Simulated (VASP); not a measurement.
A run of VASP 6.6.1 is set up as follows.

POSCAR

```
Pd
1.0
    2.1051807153     -3.5678909111      0.0000000000
    2.1051807153      3.5678909111      0.0000000000
    0.0000000000      0.0000000000      4.2159619292
Pd
4
Direct
    0.1525000000      0.8475000000      0.0785000000
    0.6525000000      0.3475000000      0.4215000000
    0.8475000000      0.1525000000      0.9215000000
    0.3475000000      0.6525000000      0.5785000000
```

Contents of INCAR.step1:

```
SYSTEM = Pd
PREC = Accurate ; ENCUT = 600
ISMEAR = 0 ; SIGMA = 0.1
LREAL = .False. ; LASPH = .True.
NELM = 100 ; GGA = PE
ALGO = Normal ; EDIFF = 1E-4
LWAVE = .True. ; LCHARG = .False.
```

The input INCAR.step2:

```
SYSTEM = Pd
PREC = Accurate ; ENCUT = 600
EDIFF = 1E-7 ; ISMEAR = 0
SIGMA = 0.1 ; LREAL = .False.
LASPH = .True. ; NELM = 100
ALGO = Normal ; ISIF = 3
LWAVE = .False. ; LCHARG = .False.
METAGGA = R2SCAN ; LMIXTAU = .True.
IBRION = 2 ; NSW = 90
EDIFFG = -0.04 ; ISTART = 1
```

File KPOINTS:

```
regular mesh
0
Gamma
  6 6 4
  0 0 0
```

Potentials or basis: VASP PAW PBE potentials, release 64 (Pd).

Run with:

```sh
$ cat potpaw_PBE.64/Pd/POTCAR > POTCAR
$ cp INCAR.step1 INCAR
$ mpirun -np 1 vasp_std > vasp.out
$ cp INCAR.step2 INCAR
$ mpirun -np 1 vasp_std > vasp.out
```

Problem. What does it give for the relaxed volume?

Solution. 16.27 Å³/atom.

Problem. What does it give for the relaxed cell?

Solution. a = 4.973 Å, b = 4.973 Å, c = 3.815 Å, α = 90.00°, β = 90.00°, γ = 136.38°.

Problem. Predict the space group after relaxing (to 0.05 Å).

Solution. Fmmm (No. 69).

Forces on the atoms (eV/Å):
```
Pd   0.000  0.001 -0.006
Pd   0.000  0.001  0.006
Pd   0.000 -0.001  0.006
Pd   0.000 -0.001 -0.006
```

Caveat: the k points lie up to 0.41 Å⁻¹ apart in the final cell; the PAW data sets were made with another functional, which shifts forces and pressure a little.
